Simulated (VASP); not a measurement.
# H12CO8 in VASP: notebook

H12CO8 is run at these levels: PBE; tasks: single point.

Everything below comes from runs of VASP 6.6.1. Logs are shortened: lines on timing, memory, paths and dates and some standing lists are left out, and cuts for length are marked.

### 1 The cell of the first run

The cell holds an amorphous packing of atoms, 21 atoms: a = 6.405 Å, b = 6.405 Å, c = 6.405 Å, α = 90.00°, β = 90.00°, γ = 90.00°.

### 2 Single point, PBE

INCAR

```
ALGO = Normal
EDIFF = 1E-6
ENCUT = 520
GGA = PE
ISIF = 2
ISMEAR = -1
LASPH = T
LCHARG = F
LREAL = Auto
LWAVE = F
NBANDS = 48
NELM = 60
PREC = Accurate
SIGMA = 0.05
```

KPOINTS

```
k-points
0
Gamma
  1 1 1
```

POSCAR

```
H12CO8
1.0
    6.4048830000      0.0000000000      0.0000000000
    0.0000000000      6.4048830000      0.0000000000
    0.0000000000      0.0000000000      6.4048830000
O H C
8 12 1
Direct
   -0.1195806387      1.0407215870      0.2074979356
    0.4454257791      0.9498690296      0.1027653433
    0.1851399940      0.1696518110      0.6264595310
    0.6053662495     -0.1841407564      0.5340925041
    0.2085440124      0.4012251278      1.1246419333
    0.6284111669      0.5589173136      0.9458252399
    0.8307723966      0.4599771768      0.4120762237
    1.0333053703      0.6571704745      0.6329233493
   -0.0410780337      1.1763056406      0.1855303212
   -0.2492161059      1.1222219048      0.2583029229
    0.4135750801      1.0607844046      0.1939457754
    0.6013692990      0.9517113740      0.1157242060
    0.1177695205      0.1184877226      0.4959497309
    0.2618783200      0.0430296697      0.6644773995
    0.4554962206     -0.1785824971      0.4825693147
    0.5951396770     -0.1105250478      0.6668037496
    0.3091079103      0.5108446165      1.1193334835
    0.2586932501      0.3243618970      1.0001743982
    0.5774812748      0.6877565133      1.0173487947
    0.7036350235      0.4720460936      1.0387231117
    0.9373941725      0.5482379616      0.5217269386
```

Potentials or basis: VASP PAW PBE potentials, release 64 (O, H, C).

The run is started by

```
$ cat potpaw_PBE.64/O/POTCAR potpaw_PBE.64/H/POTCAR potpaw_PBE.64/C/POTCAR > POTCAR
$ mpirun -np 1 vasp_gam > vasp.out
```

OUTCAR:

```text
EDIFF = 1E-6
   ENCUT = 520
   GGA = PE
   ISIF = 2
   ISMEAR = -1
   LASPH = T
   LREAL = Auto
   NELM = 60
   PREC = Accurate

 ion  position               nearest neighbor table
   1  0.880  0.041  0.207-   9 1.01  10 1.03
   2  0.445  0.950  0.103-  11 0.94  12 1.00
   3  0.185  0.170  0.626-  14 0.98  13 1.00
   4  0.605  0.816  0.534-  16 0.97  15 1.02
   5  0.209  0.401  0.125-  17 0.95  18 0.99
   6  0.628  0.559  0.946-  20 0.95  19 1.00
   7  0.831  0.460  0.412-  21 1.13
   8  0.033  0.657  0.633-  21 1.17
   9  0.959  0.176  0.186-   1 1.01
  10  0.751  0.122  0.258-   1 1.03
  11  0.414  0.061  0.194-   2 0.94
  12  0.601  0.952  0.116-   2 1.00
  13  0.118  0.118  0.496-   3 1.00
  14  0.262  0.043  0.664-   3 0.98
  15  0.455  0.821  0.483-   4 1.02
  16  0.595  0.889  0.667-   4 0.97
  17  0.309  0.511  0.119-   5 0.95
  18  0.259  0.324  0.000-   5 0.99
  19  0.577  0.688  0.017-   6 1.00
  20  0.704  0.472  0.039-   6 0.95
  21  0.937  0.548  0.522-   7 1.13   8 1.17

  LATTYP: Found a simple cubic cell.
 ALAT       =     6.4048830000

  Lattice vectors:

 A1 = (   6.4048830000,   0.0000000000,   0.0000000000)
 A2 = (   0.0000000000,   6.4048830000,   0.0000000000)
 A3 = (   0.0000000000,   0.0000000000,   6.4048830000)

Analysis of symmetry for initial positions (statically):
=====================================================================
 Subroutine PRICEL returns:
 Original cell was already a primitive cell.

 Routine SETGRP: Setting up the symmetry group for a
 simple cubic supercell.

 Subroutine GETGRP returns: Found  1 space group operations
 (whereof  1 operations were pure point group operations)
 out of a pool of 48 trial point group operations.

The static configuration has the point symmetry C_1 .

Analysis of symmetry for dynamics (positions and initial velocities):
=====================================================================
 Subroutine PRICEL returns:
 Original cell was already a primitive cell.

 Routine SETGRP: Setting up the symmetry group for a
 simple cubic supercell.

 Subroutine GETGRP returns: Found  1 space group operations
 (whereof  1 operations were pure point group operations)
 out of a pool of 48 trial point group operations.

The dynamic configuration has the point symmetry C_1 .

 Subroutine INISYM returns: Found  1 space group operations
 (whereof  1 operations are pure point group operations),
[... 109 lines left out ...]
   NELM   =     60;   NELMIN=  2; NELMDL= -5     # of ELM steps
   EDIFF  = 0.1E-05   stopping-criterion for ELM
   LREAL  =      T    real-space projection
   EDIFFG = 0.1E-04   stopping-criterion for IOM
   NSW    =      0    number of steps for IOM
   IBRION =     -1    ionic relax: 0-MD 1-quasi-New 2-CG
   NFREE  =      0    steps in history (QN), initial steepest desc. (CG)
   ISIF   =      2    stress and relaxation
   ISYM   =      2    0-nonsym 1-usesym 2-fastsym
   POTIM  = 0.5000    time-step for ionic-motion
   TEBEG  =    0.0;   TEEND  =   0.0 temperature during run
   PSTRESS=    0.0 pullay stress
   NELECT =      64.0000    total number of electrons
   NUPDOWN=      -1.0000    fix difference up-down
   EMIN   =  10.00;   EMAX   =-10.00  energy-range for DOS
   EFERMI =   0.00;   METHOD = LEGACY
   ISMEAR =    -1;   SIGMA  =   0.05  broadening in eV -4-tet -1-fermi 0-gaus
   EFERMI_NEDOS =   21; number of points for ismear=-14 and -15
   IALGO  =     38    algorithm
   IMIX   =      4    mixing-type and parameters
     AMIX     =   0.40;   BMIX     =  1.00
     AMIX_MAG =   1.60;   BMIX_MAG =  1.00
  volume/ion in A,a.u.               =      12.51        84.43
  Fermi-wavevector in a.u.,A,eV,Ry     =   1.022407  1.932068 14.222376  1.045315
  Thomas-Fermi vector in A             =   2.156084
   LORBIT       =      0    0 simple, 1 ext, 2 COOP (PROOUT), +10 PAW based schemes
   GGA     = PE    functional components
[... 5 lines left out ...]
 non-spin polarized calculation
  energy-cutoff  :      520.00
  volume of cell :      262.74
 maximum number of plane-waves:      3538
 NGX is ok and might be reduce to    48
   NGX = 23   NGY = 23   NGZ = 23

 number of electron      63.9999986 magnetization

 Free energy of the ion-electron system (eV)
  ---------------------------------------------------
  ext. energy  EPLUGINS =         0.00000000
  ---------------------------------------------------
  free energy    TOTEN  =      -108.46854480 eV

  energy without entropy =     -108.46854480  energy(sigma->0) =     -108.46854480

 E-fermi :  -2.8690     XC(G=0):  -6.4589

 val. band max:       -4.0783271307   @ k =   0.0000   0.0000   0.0000
 cond. band min:       0.2992163629   @ k =   0.0000   0.0000   0.0000
 fundamental gap:      4.3775434936
 Fermi energy:        -2.8689830271

 k-point     1 :       0.0000    0.0000    0.0000
  band No.  band energies     occupation
      1     -26.1236      2.00000
      2     -24.7448      2.00000
      3     -23.2437      2.00000
      4     -22.5535      2.00000
      5     -22.4356      2.00000
      6     -22.2794      2.00000
[... 36 lines left out ...]
     43       5.9882      0.00000
     44       6.0836      0.00000
 [bands above 44 left out]

------------------------ aborting loop because EDIFF is reached ----------------------------------------

  FORCE on cell =-STRESS in cart. coord.  units (eV):
  Direction    XX          YY          ZZ          XY          YZ          ZX
  --------------------------------------------------------------------------------------
  -------------------------------------------------------------------------------------
  Total        0.1055401      1.2820543      3.2830881      2.9409424      1.3452933      2.5243800
  in kB        0.6435680      7.8177792     20.0197898     17.9334358      8.2034016     15.3932992
  external PRESSURE =       9.4937124 kB  Pullay stress =       0.0000000 kB

 VOLUME and BASIS-vectors are now :
 -----------------------------------------------------------------------------
  energy-cutoff  :      520.00
  volume of cell :      262.74
      direct lattice vectors                 reciprocal lattice vectors
     6.404883000  0.000000000  0.000000000     0.156130877  0.000000000  0.000000000
     0.000000000  6.404883000  0.000000000     0.000000000  0.156130877  0.000000000
     0.000000000  0.000000000  6.404883000     0.000000000  0.000000000  0.156130877

 POSITION                                       TOTAL-FORCE (eV/Angst)
 -----------------------------------------------------------------------------------
      5.63898      0.26082      1.32900        -1.302393      3.194433      0.594199
      2.85290      6.08380      0.65820         1.634644     -1.178700     -1.004365
      1.18580      1.08660      4.01240        -0.006260     -0.942217     -0.968483
      3.87730      5.22548      3.42080        -2.062837      0.593611     -0.485926
      1.33570      2.56980      0.79832        -0.161106     -1.553337     -0.779438
      4.02490      3.57980      6.05790        -1.381043      1.392922     -0.873984
[... 13 lines left out ...]
      4.50670      3.02340      0.24802         0.748038     -0.234818      1.138559
      6.00390      3.51140      3.34160         2.124901      3.151568      2.881530
 -----------------------------------------------------------------------------------
    total drift:                                0.002558      0.000130      0.008408

  FREE ENERGIE OF THE ION-ELECTRON SYSTEM (eV)
  ---------------------------------------------------
  free  energy   TOTEN  =      -108.4685447994 eV

  energy  without entropy=     -108.4685447993  energy(sigma->0) =     -108.46854480
```

OSZICAR:

```text
N       E                     dE             d eps       ncg     rms          rms(c)
DAV:   1     0.550996443980E+03    0.55100E+03   -0.34491E+04    96   0.121E+03
DAV:   2    -0.608189505638E+02   -0.61182E+03   -0.57302E+03   136   0.306E+02
DAV:   3    -0.118955817411E+03   -0.58137E+02   -0.57650E+02   112   0.101E+02
DAV:   4    -0.119938753695E+03   -0.98294E+00   -0.98020E+00   128   0.147E+01
DAV:   5    -0.119953098375E+03   -0.14345E-01   -0.14343E-01   112   0.176E+00    0.211E+01
DAV:   6    -0.108922251794E+03    0.11031E+02   -0.36185E+01   112   0.270E+01    0.872E+00
DAV:   7    -0.108617457071E+03    0.30479E+00   -0.10049E+00   112   0.494E+00    0.530E+00
DAV:   8    -0.108467617865E+03    0.14984E+00   -0.42358E-01   120   0.348E+00    0.639E-01
DAV:   9    -0.108465148847E+03    0.24690E-02   -0.31064E-02   120   0.893E-01    0.315E-01
DAV:  10    -0.108467943558E+03   -0.27947E-02   -0.10729E-02   120   0.456E-01    0.116E-01
DAV:  11    -0.108468366531E+03   -0.42297E-03   -0.63672E-04   112   0.168E-01    0.656E-02
DAV:  12    -0.108468548208E+03   -0.18168E-03   -0.25949E-04   112   0.102E-01    0.220E-02
DAV:  13    -0.108468548022E+03    0.18589E-06   -0.69933E-05   120   0.480E-02    0.108E-02
DAV:  14    -0.108468545784E+03    0.22387E-05   -0.78350E-06   112   0.169E-02    0.519E-03
DAV:  15    -0.108468544799E+03    0.98414E-06   -0.14395E-06    80   0.951E-03
   1 F= -.10846854E+03 E0= -.10846854E+03  d E =-.891086E-10
```

Run time: 15 s. Hardware: 1 thread of AMD EPYC 9R45 (Zen 5), shared host; peak memory 0.26 GiB.

Results:

```
Free energy            : -108.4685 eV
Pressure               : 0.9 GPa
Largest force          : 5.238 eV/Å
Band gap on the k mesh : 4.38 eV
```

Forces on the atoms (eV/Å):
```
O   -1.302  3.194  0.594
O    1.635 -1.179 -1.004
O   -0.006 -0.942 -0.968
O   -2.063  0.594 -0.486
O   -0.161 -1.553 -0.779
O   -1.381  1.393 -0.874
O   -2.756 -3.141 -3.158
O    0.675 -0.060  0.282
H    0.140 -1.282 -0.326
H    1.594 -1.505  0.028
H   -1.000  1.413  1.083
H   -0.675 -0.149 -0.350
H    0.009  0.500  0.704
H   -0.143  0.303  0.402
H    1.701 -0.320  0.418
H    0.269 -0.143  0.059
H    0.620  1.131  0.286
H   -0.592  0.130  0.276
H    0.565 -1.301 -0.208
H    0.748 -0.235  1.139
C    2.125  3.152  2.882
```

Stress tensor (GPa, compression positive):
```
0.06 1.79 1.54
1.79 0.78 0.82
1.54 0.82 2.00
```

Caveat: the k points lie up to 0.98 Å⁻¹ apart.

(Part 1 of 2 ends here.)
